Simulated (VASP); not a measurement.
# CoSn3 (Cmce) in VASP: single point with PBEsol

Aim: the single point of CoSn3 with PBEsol.

All numbers are computed with VASP 6.6.1; they aren't measurements. Logs are shortened: lines on timing, memory, paths and dates and some standing lists are left out, and cuts for length are marked.

## (1) The cell of the first run

Symmetry: Cmce, No. 64, orthorhombic system. The conventional cell has a = 15.983 Å, b = 5.942 Å, c = 5.979 Å, α = 90.00°, β = 90.00°, γ = 90.00°. Within 3.4 Å of Co (site symmetry 2) lie 8 Sn at 2.57 to 2.61 Å and 1 Co at 2.61 Å. Sn (site symmetry m) has 4 Co at 2.58 Å and 11 Sn at 2.76 to 3.36 Å within 3.4 Å. Sn (site symmetry 1) has 2 Co at 2.57 to 2.61 Å and 10 Sn at 2.80 to 3.47 Å within 3.5 Å.

## (2) Single point, PBEsol (17.74 Å³/atom)

File INCAR:

```
  ALGO = Fast
  EDIFF = 1E-7
  ENCUT = 520
  GGA = PS
  ISIF = 2
  ISMEAR = 0
  KPAR = 4
  LASPH = T
  LCHARG = F
  LREAL = Auto
  LWAVE = F
  NBANDS = 116
  NELM = 80
  PREC = Accurate
  SIGMA = 0.1
```

File KPOINTS:

```
k-points
0
Gamma
  6 6 6
```

File POSCAR:

```
CoSn3
1.0
    7.9913728693     -2.9708990002      0.0000000000
    7.9913728693      2.9708990002      0.0000000000
    0.0000000000      0.0000000000      5.9786224214
Co Sn
4 12
Direct
    0.4184880623      0.4184880623      0.0000000000
    0.9184880623      0.9184880623      0.5000000000
    0.5815119377      0.5815119377      0.0000000000
    0.0815119377      0.0815119377      0.5000000000
    0.8361175072      0.1638824928      0.1641121621
    0.3361175072      0.6638824928      0.3358878379
    0.6638824928      0.3361175072      0.6641121621
    0.1638824928      0.8361175072      0.8358878379
    0.0112074943      0.6543777106      0.1737470729
    0.5112074943      0.1543777106      0.3262529271
    0.1543777106      0.5112074943      0.6737470729
    0.6543777106      0.0112074943      0.8262529271
    0.3456222894      0.9887925057      0.1737470729
    0.8456222894      0.4887925057      0.3262529271
    0.4887925057      0.8456222894      0.6737470729
    0.9887925057      0.3456222894      0.8262529271
```

Potentials or basis: VASP PAW PBE potentials, release 64 (Co, Sn_d).

Run with:

```
$ cat potpaw_PBE.64/Co/POTCAR potpaw_PBE.64/Sn_d/POTCAR > POTCAR
$ mpirun -np 4 vasp_std > vasp.out
```

OUTCAR:

```text
EDIFF = 1E-7
   ENCUT = 520
   GGA = PS
   ISIF = 2
   ISMEAR = 0
   LASPH = T
   LREAL = Auto
   NELM = 80
   PREC = Accurate

 ion  position               nearest neighbor table
   1  0.418  0.418  0.000-   9 2.57  12 2.57   5 2.58   8 2.58   7 2.58   6 2.58   3 2.61  11 2.61
                            10 2.61
   2  0.918  0.918  0.500-  10 2.57  11 2.57   6 2.58   7 2.58   5 2.58   8 2.58   4 2.61   9 2.61
                            12 2.61
   3  0.582  0.582  0.000-  13 2.57  16 2.57   5 2.58   8 2.58   7 2.58   6 2.58   1 2.61  15 2.61
                            14 2.61
   4  0.082  0.082  0.500-  14 2.57  15 2.57   6 2.58   7 2.58   5 2.58   8 2.58   2 2.61  13 2.61
                            16 2.61
   5  0.836  0.164  0.164-   1 2.58   3 2.58   2 2.58   4 2.58   8 2.76  10 2.99  14 2.99   6 3.14
                             6 3.14   7 3.16   7 3.16  16 3.35  12 3.35   9 3.36  13 3.36
   6  0.336  0.664  0.336-   2 2.58   4 2.58   3 2.58   1 2.58   7 2.76   9 2.99  13 2.99   5 3.14
                             5 3.14   8 3.16   8 3.16  15 3.35  11 3.35  10 3.36  14 3.36
   7  0.664  0.336  0.664-   2 2.58   4 2.58   3 2.58   1 2.58   6 2.76  12 2.99  16 2.99   8 3.14
                             8 3.14   5 3.16   5 3.16  10 3.35  14 3.35  15 3.36  11 3.36
   8  0.164  0.836  0.836-   1 2.58   3 2.58   2 2.58   4 2.58   5 2.76  11 2.99  15 2.99   7 3.14
                             7 3.14   6 3.16   6 3.16   9 3.35  13 3.35  16 3.36  12 3.36
   9  0.011  0.654  0.174-   1 2.57   2 2.61  14 2.80  12 2.97   6 2.99  10 3.11  10 3.11  11 3.11
                            11 3.11   8 3.35   5 3.36  16 3.47
  10  0.511  0.154  0.326-   2 2.57   1 2.61  13 2.80  11 2.97   5 2.99   9 3.11   9 3.11  12 3.11
                            12 3.11   7 3.35   6 3.36  15 3.47
  11  0.154  0.511  0.674-   2 2.57   1 2.61  16 2.80  10 2.97   8 2.99  12 3.11  12 3.11   9 3.11
                             9 3.11   6 3.35   7 3.36  14 3.47
  12  0.654  0.011  0.826-   1 2.57   2 2.61  15 2.80   9 2.97   7 2.99  11 3.11  11 3.11  10 3.11
                            10 3.11   5 3.35   8 3.36  13 3.47
  13  0.346  0.989  0.174-   3 2.57   4 2.61  10 2.80  16 2.97   6 2.99  14 3.11  14 3.11  15 3.11
                            15 3.11   8 3.35   5 3.36  12 3.47
  14  0.846  0.489  0.326-   4 2.57   3 2.61   9 2.80  15 2.97   5 2.99  13 3.11  13 3.11  16 3.11
                            16 3.11   7 3.35   6 3.36  11 3.47
  15  0.489  0.846  0.674-   4 2.57   3 2.61  12 2.80  14 2.97   8 2.99  16 3.11  16 3.11  13 3.11
                            13 3.11   6 3.35   7 3.36  10 3.47
  16  0.989  0.346  0.826-   3 2.57   4 2.61  11 2.80  13 2.97   7 2.99  15 3.11  15 3.11  14 3.11
                            14 3.11   5 3.35   8 3.36   9 3.47

  LATTYP: Found a base centered orthorhombic cell.
 ALAT       =     5.9417980004
 B/A-ratio  =     2.6898837250
 C/A-ratio  =     1.0061975215

  Lattice vectors:

 A1 = (  -7.9913728693,  -2.9708990002,   0.0000000000)
 A2 = (   7.9913728693,  -2.9708990002,   0.0000000000)
 A3 = (   0.0000000000,   0.0000000000,   5.9786224214)

Analysis of symmetry for initial positions (statically):
[... 174 lines left out ...]
     AMIX     =   0.40;   BMIX     =  1.00
     AMIX_MAG =   1.60;   BMIX_MAG =  1.00
  volume/ion in A,a.u.               =      17.74       119.73
  Fermi-wavevector in a.u.,A,eV,Ry     =   1.466351  2.771003 29.255066  2.150187
  Thomas-Fermi vector in A             =   2.582099
   LORBIT       =      0    0 simple, 1 ext, 2 COOP (PROOUT), +10 PAW based schemes
   GGA     = PS    functional components
   LHFCALC =     F    Hartree Fock is set to
   AEXX    =    0.0000 exact exchange contribution
   IVDW    =     0    specifies the selected vdW correction
   LEPSILON=     F    determine dielectric tensor
   LRPA    =     F    only Hartree local field effects (RPA)
 non-spin polarized calculation
 RMM-DIIS sequential band-by-band and
 Gauss-broadening in eV      SIGMA  =   0.10
  energy-cutoff  :      520.00
  volume of cell :      283.88
 maximum number of plane-waves:      7678
   NGX = 31   NGY = 31   NGZ = 23

 number of electron     203.9999986 magnetization

 Free energy of the ion-electron system (eV)
  ---------------------------------------------------
  ext. energy  EPLUGINS =         0.00000000
  ---------------------------------------------------
  free energy    TOTEN  =       -82.23532128 eV

  energy without entropy =      -82.21427532  energy(sigma->0) =      -82.22479830

 E-fermi :  11.5220     XC(G=0): -12.1998

 val. band max:       11.5149865762   @ k =  -0.3333   0.3333   0.3333
 cond. band min:      11.5232906899   @ k =   0.1667   0.0000   0.1667
 fundamental gap:      0.0083041137
 Fermi energy:        11.5219793055

 k-point     1 :       0.0000    0.0000    0.0000
  band No.  band energies     occupation
      1     -10.0798      2.00000
      2     -10.0665      2.00000
      3     -10.0487      2.00000
      4     -10.0240      2.00000
      5     -10.0127      2.00000
      6      -9.9938      2.00000
[... 2797 lines left out ...]
    113      14.8215      0.00000
    114      15.3711      0.00000

 [... further k-points ...]

 [bands above 114 left out]

------------------------ aborting loop because EDIFF is reached ----------------------------------------

  FORCE on cell =-STRESS in cart. coord.  units (eV):
  Direction    XX          YY          ZZ          XY          YZ          ZX
  --------------------------------------------------------------------------------------
  -------------------------------------------------------------------------------------
  Total       27.9237955     28.0775804     27.9624108      0.0000000     -0.0000000      0.0000000
  in kB      157.5957957    158.4637237    157.8137317      0.0000000     -0.0000000      0.0000000
  external PRESSURE =     157.9577503 kB  Pullay stress =       0.0000000 kB

 VOLUME and BASIS-vectors are now :
 -----------------------------------------------------------------------------
  energy-cutoff  :      520.00
  volume of cell :      283.88
      direct lattice vectors                 reciprocal lattice vectors
     7.991372869 -2.970899000  0.000000000     0.062567472 -0.168299225  0.000000000
     7.991372869  2.970899000  0.000000000     0.062567472  0.168299225  0.000000000
     0.000000000  0.000000000  5.978622421     0.000000000  0.000000000  0.167262612

 POSITION                                       TOTAL-FORCE (eV/Angst)
 -----------------------------------------------------------------------------------
      6.68859      0.00000      0.00000        -0.007400      0.000000      0.000000
     14.67996      0.00000      2.98931        -0.007400      0.000000     -0.000000
      9.29416      0.00000      0.00000         0.007400      0.000000      0.000000
      1.30278      0.00000      2.98931         0.007400      0.000000      0.000000
      7.99137     -1.99714      0.98116        -0.000000      0.002699     -0.001385
      7.99137      0.97376      2.00815        -0.000000      0.002699      0.001385
[... 8 lines left out ...]
     10.66381      1.06011      4.02808         0.002813     -0.001159     -0.001285
     10.66381     -1.91079      4.93985         0.002813     -0.001159      0.001285
 -----------------------------------------------------------------------------------
    total drift:                               -0.000000      0.000000     -0.000000

  FREE ENERGIE OF THE ION-ELECTRON SYSTEM (eV)
  ---------------------------------------------------
  free  energy   TOTEN  =       -82.2353212796 eV

  energy  without entropy=      -82.2142753178  energy(sigma->0) =      -82.22479830
```

OSZICAR:

```text
N       E                     dE             d eps       ncg     rms          rms(c)
DAV:   1     0.288542374460E+04    0.28854E+04   -0.88904E+04 12268   0.305E+03
DAV:   2     0.559170472851E+03   -0.23263E+04   -0.22903E+04 12064   0.897E+02
DAV:   3    -0.170154753013E+02   -0.57619E+03   -0.55832E+03 12084   0.322E+02
DAV:   4    -0.834614670154E+02   -0.66446E+02   -0.63361E+02 13768   0.111E+02
[... 11 lines left out ...]
RMM:  16    -0.822353212214E+02    0.27342E-06   -0.35796E-05 20858   0.160E-02    0.398E-03
RMM:  17    -0.822353210764E+02    0.14497E-06   -0.84622E-06 17360   0.755E-03    0.282E-03
RMM:  18    -0.822353207154E+02    0.36098E-06   -0.33885E-06 12086   0.475E-03    0.136E-03
RMM:  19    -0.822353212429E+02   -0.52748E-06   -0.12276E-06 10129   0.298E-03    0.105E-03
RMM:  20    -0.822353212796E+02   -0.36693E-07   -0.59323E-07  8787   0.229E-03
   1 F= -.82235321E+02 E0= -.82224798E+02  d E =-.210460E-01
```

Wall time 41 min (4 MPI ranks of Intel Xeon Platinum 8259CL at 2.50GHz (Skylake/Cascade Lake), shared host); peak memory 1.2 GiB.

What came out:

```
Free energy            : -82.2353 eV
Pressure               : 15.8 GPa
Largest force          : 0.007 eV/Å
Band gap on the k mesh : zero (bands 102 and 103 overlap by 0.64 eV)
```

Forces on the atoms (eV/Å):
```
Co  -0.007  0.000  0.000
Co  -0.007  0.000  0.000
Co   0.007  0.000  0.000
Co   0.007  0.000  0.000
Sn   0.000  0.003 -0.001
Sn   0.000  0.003  0.001
Sn   0.000 -0.003 -0.001
Sn   0.000 -0.003  0.001
Sn  -0.003  0.001 -0.001
Sn  -0.003  0.001  0.001
Sn  -0.003 -0.001 -0.001
Sn  -0.003 -0.001  0.001
Sn   0.003  0.001 -0.001
Sn   0.003  0.001  0.001
Sn   0.003 -0.001 -0.001
Sn   0.003 -0.001  0.001
```

Stress tensor (GPa, compression positive):
```
15.76  0.00  0.00
 0.00 15.85  0.00
 0.00  0.00 15.78
```

Levels at points of the mesh, in eV from the Fermi level:
| k point | band 98 | band 99 | band 100 | band 101 | band 102 | band 103 | band 104 | band 105 | band 106 | band 107 |
| --- | --- | --- | --- | --- | --- | --- | --- | --- | --- | --- |
| (0.00, 0.00, 0.00) | -1.01 | -0.90 | -0.57 | -0.46 | -0.42 | -0.29 | 0.41 | 0.81 | 0.84 | 0.91 |
| (0.50, 0.00, 0.00) | -0.65 | -0.51 | -0.51 | -0.46 | -0.46 | 0.30 | 0.30 | 1.39 | 1.39 | 1.98 |
| (0.50, 0.50, 0.00) | -1.00 | -0.89 | -0.43 | 0.14 | 0.15 | 0.37 | 0.81 | 0.87 | 0.89 | 0.99 |
| (0.00, 0.00, 0.50) | -0.74 | -0.64 | -0.64 | -0.33 | -0.33 | 0.10 | 0.10 | 0.54 | 0.54 | 1.40 |
| (0.50, 0.00, 0.50) | -1.08 | -0.33 | -0.33 | -0.25 | -0.25 | 0.83 | 0.83 | 1.45 | 1.45 | 1.74 |
| (0.50, 0.50, 0.50) | -0.60 | -0.58 | -0.58 | -0.37 | -0.37 | -0.07 | -0.07 | 2.56 | 2.56 | 3.02 |

Caveat: the cell stands under pressure; the PAW data sets were made with another functional, which shifts forces and pressure a little; spin-orbit coupling is left out, which moves the levels of the heavy elements; the run has no spin polarisation, though such a crystal can be magnetic.
